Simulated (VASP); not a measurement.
## ZnS (Wurtzite-2H): single point with PBE

The system is ZnS (Wurtzite-2H).

```
Zn S
1.0
     3.80693    0.00000    0.00000
    -1.90347    3.29690    0.00000
     0.00000    0.00000    6.24034
Zn S
2 2
Direct
  0.33333 0.66667 0.00520
  0.66667 0.33333 0.50520
  0.33333 0.66667 0.37980
  0.66667 0.33333 0.87980
```

This cell differs from its parent crystal: volume changed by -3%.

```
Program             : VASP 6.6.1
Task                : single point
Functional          : PBE
Potentials or basis : VASP PAW PBE potentials, release 64 (Zn, S)
Cutoff              : 500 eV
k mesh              : 6 × 6 × 4
Occupations         : gaussian, width 0.01 eV
Spin                : no spin polarisation
```

The pressure is 2.4 GPa. The largest force is 0.008 eV/Å and the band gap on the k mesh is 2.22 eV, direct.

Forces on the atoms (eV/Å):
```
Zn   0.000  0.000  0.008
Zn   0.000  0.000  0.008
S    0.000  0.000 -0.008
S    0.000  0.000 -0.008
```

Levels at points of the mesh, in eV from the valence-band top:
```csv
k point,band 15,band 16,band 17,band 18,band 19,band 20,band 21,band 22
"(0.00, 0.00, 0.00)",-0.90,-0.08,0.00,0.00,2.22,3.10,6.31,6.31
"(0.50, 0.00, 0.00)",-3.29,-2.25,-1.69,-0.89,3.66,4.26,5.12,6.91
"(0.00, 0.00, 0.50)",-0.47,-0.47,-0.47,-0.47,3.57,3.57,6.76,6.76
"(0.50, 0.00, 0.50)",-1.64,-1.64,-1.62,-1.62,3.55,3.55,5.22,5.22
```

Wall time 37 s on 1 thread of Intel(R) Xeon(R) Platinum 8488C (Sapphire Rapids), on a shared host, peak memory 0.19 GiB.
